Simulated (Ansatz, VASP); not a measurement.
# Two plane-wave programs on Sb

```
CELL_PARAMETERS angstrom
-1.28794 2.10728 2.57350
1.28794 -2.10728 2.57350
1.28794 2.10728 -2.57350
ATOMIC_POSITIONS crystal
Sb 0.00000 0.50000 0.50000
```

Alike in both runs: task relaxation of cell and atoms; functional PBE; k mesh 8 × 8 × 8; occupations gaussian, width 0.1 eV; no spin polarisation.

|  | VASP | Ansatz |
| --- | --- | --- |
| version | VASP 6.6.1 | Ansatz 0.2.0 |
| potentials or method | VASP PAW PBE potentials, release 64 (Sb), cutoff 600 eV | scalar-relativistic, plane waves, PAW |
| valence electrons in the cell | 5 | 15 |

```csv
,VASP,Ansatz,Ansatz less VASP
"gap on the k mesh at the Fermi level, each at its own relaxed structure (eV)",none,none,-
relaxed volume (Å³/atom),27.72,27.77,+0.047
relaxed length of the cell vector where the two differ most in proportion (Å),3.341,3.342,+0.0011
```

A gap of «none» marks a metal or a gap that the smearing closes. VASP's potentials hold 5 valence electrons a cell and Ansatz's 15, so a difference there can come from the potentials and not from the codes.

Spin-orbit coupling is off throughout.
